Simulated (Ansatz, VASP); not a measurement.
One calculation of FeO, two programs

File INCAR:

```
SYSTEM = FeO
PREC = Accurate
ENCUT = 700
EDIFF = 1E-6
ISMEAR = -1
SIGMA = 0.05
LREAL = .False.
LASPH = .True.
NELM = 200
ALGO = Normal
ISIF = 2
LWAVE = .False.
LCHARG = .True.
ISPIN = 2
MAGMOM = 3 0
LORBIT = 11
LMAXMIX = 4
GGA = B5
ALDAX = 1.0
AGGAX = 1.0
AGGAC = 1.0
ALDAC = 0.0
IVDW = 13
VDW_S6 = 1.0
VDW_S8 = 2.34076671
VDW_A1 = 0.44488865
VDW_A2 = 4.0933009
LELF = .True.
LVHAR = .True.
NBANDS = 22
GGA_COMPAT = .False.
```

KPOINTS

```
Automatic mesh
0
Gamma
  11 11 11
  0 0 0
```

The input POSCAR:

```
FeO
1.0
    0.0000000000      2.1837637790      2.1837637790
    2.1837637790      0.0000000000      2.1837637790
    2.1837637790      2.1837637790      0.0000000000
Fe O
1 1
Direct
    0.0000000000      0.0000000000      0.0000000000
    0.5000000000      0.5000000000      0.5000000000
```

Contents of input.yaml:

```yaml
crystal:
  lattice:
    - [0.0, 2.183763779, 2.183763779]
    - [2.183763779, 0.0, 2.183763779]
    - [2.183763779, 2.183763779, 0.0]
  atoms:
    - { symbol: Fe, position: [0.0, 0.0, 0.0], spin: 3.0 }
    - { symbol: O, position: [0.5, 0.5, 0.5] }
hamiltonian:
  xc: blyp
  pseudopotentials: { kind: paw }
  dispersion: d4
magnetization:
  spin_polarized: true
kpoints:
  mp_grid: { grid: [11, 11, 11] }
scf:
  occupations: { method: fermi_dirac, width: 0.05 }
output:
  forces: true
  stress: true
  eigenvalues: true
```

Alike in both runs: task single point; functional BLYP; dispersion D4; k mesh 11 × 11 × 11; occupations fermi-dirac, width 0.05 eV; collinear spin.

|  | VASP | Ansatz |
| --- | --- | --- |
| version | VASP 6.6.1 | Ansatz 0.2.0 |
| potentials or method | VASP PAW PBE potentials, release 64 (Fe_sv, O) | Ansatz PAW |
| plane-wave cutoff (eV) | 700 | 420 |
| valence electrons in the cell | 22 | 22 |

VASP gave:

* gap on the k mesh at the Fermi level (eV): none
* pressure (GPa): -9.4
* net moment per atom (μB): 2.00
* size of the moment on the site where the two differ most (μB): 0.31

Problem. Estimate Ansatz's values.

Solution. gap on the k mesh at the Fermi level (eV): none; pressure (GPa): -8.5; net moment per atom (μB): 2.00; size of the moment on the site where the two differ most (μB): 0.33.

VASP's potentials were made for PBE, not for BLYP. Site moments also hang on the region over which each program counts them. A gap of «none» marks a metal or a gap that the smearing closes.
